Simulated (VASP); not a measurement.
A run of VASP 6.6.1 is set up as follows.

INCAR

```
SYSTEM = Cr
PREC = Accurate ; ENCUT = 600
EDIFF = 1E-7 ; ISMEAR = -1
SIGMA = 0.1 ; LREAL = .FALSE.
LASPH = .TRUE. ; NELM = 60
ALGO = Normal ; ISIF = 3
LWAVE = .FALSE. ; LCHARG = .FALSE.
GGA = B5 ; ALDAX = 1.0
AGGAX = 1.0 ; AGGAC = 1.0
ALDAC = 0.0 ; IBRION = 2
NSW = 80 ; EDIFFG = -0.01
```

File KPOINTS:

```
Automatic mesh
0
G
  14 14 8
  0 0 0
```

The input POSCAR:

```
Cr
1.0
    2.5692592270      0.0000000000      0.0000000000
   -1.2846296135      2.2250437595      0.0000000000
    0.0000000000      0.0000000000      4.1956003177
Cr
2
Direct
    0.3333333333      0.6666666667      0.2500000000
    0.6666666667      0.3333333333      0.7500000000
```

Potentials or basis: VASP PAW PBE potentials, release 64 (Cr_pv).

Run with:

```console
$ cat potpaw_PBE.64/Cr_pv/POTCAR > POTCAR
$ mpirun -np 1 vasp_std > vasp.out
```

**Question.** Predict the space group after relaxing (to 0.05 Å).

**Answer.** P6_3/mmc (No. 194).

**Question.** Predict the relaxed cell.

**Answer.** a = 2.508 Å, b = 2.508 Å, c = 4.526 Å, α = 90.00°, β = 90.00°, γ = 120.00°.

Step by step:
```
step  energy change (eV)  largest force (eV/Å)  pressure (GPa)  volume (Å³)
   1              0.0000                0.0000            5.48        23.99
   2             -0.0339                0.0000           -6.72        25.43
   3             -0.0360                0.0000           -4.62        25.14
   4             -0.0742                0.0000           -4.68        25.17
   5             -0.0856                0.0000           -4.34        25.17
   6             -0.0914                0.0000            1.85        24.42
   7             -0.0928                0.0000           -0.02        24.64
   8             -0.0928                0.0000           -0.02        24.64
   9             -0.0929                0.0000           -0.01        24.64
```

Caveat: the PAW data sets were made with another functional, which shifts forces and pressure a little; the run has no spin polarisation, though such a crystal can be magnetic. Spin polarisation is off, so any magnetic state and its effect on volume and gap are missing.
